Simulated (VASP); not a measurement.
Write the native input for VASP 6.6.1 that does the following.

```yaml
Task: single point
Functional: PBEsol
Potentials_or_basis: VASP PAW PBE potentials, release 64 (Te, Pb_d)
Cutoff: 520 eV
k_mesh: 8 × 8 × 8
Occupations: gaussian, width 0.05 eV
Spin: no spin polarisation
Dipole_correction: no
Further_INCAR_settings: ALGO = Normal; EDIFF = 1e-06; NBANDS = 17
```

The structure of TePb lies in POSCAR:

```
TePb
1.0
    0.0000000000      3.6223673787      2.5610137367
    3.6223673787      0.0000000000      2.5610137367
    3.6223673787      3.6223673787      0.0000000000
Te Pb
1 1
Direct
    0.5000000000      0.5000000000      0.5000000000
    0.0000000000      0.0000000000      0.0000000000
```

This cell differs from its parent crystal: ratio of the length along z to the lengths across it x 0.707, volume and fractional coordinates fixed.

One way to write it, as run:

INCAR

```
SYSTEM = TePb
ALGO = Normal
EDIFF = 1E-6
ENCUT = 520
GGA = PS
ISIF = 2
ISMEAR = 0
LASPH = .TRUE.
LCHARG = .FALSE.
LREAL = .FALSE.
LWAVE = .FALSE.
NBANDS = 17
NELM = 60
PREC = Accurate
SIGMA = 0.05
```

KPOINTS

```
k-points
0
G
  8 8 8
  0 0 0
```

Potentials or basis: VASP PAW PBE potentials, release 64 (Te, Pb_d).

Run with:

```console
$ cat potpaw_PBE.64/Te/POTCAR potpaw_PBE.64/Pb_d/POTCAR > POTCAR
$ mpirun -np 1 vasp_std > vasp.out
```

Results of the run:

| Item | Value |
| --- | --- |
| Pressure | 13.8 GPa |
| Band gap on the k mesh | zero (bands 10 and 11 overlap by 2.44 eV) |

Caveat: the cell stands under pressure; the PAW data sets were made with another functional, which shifts forces and pressure a little; spin-orbit coupling is left out, which moves the levels of the heavy elements.

Wall time 54 s on 1 thread of Intel(R) Xeon(R) Platinum 8259CL CPU @ 2.50GHz (Skylake/Cascade Lake) (shared host), peak memory 0.25 GiB.
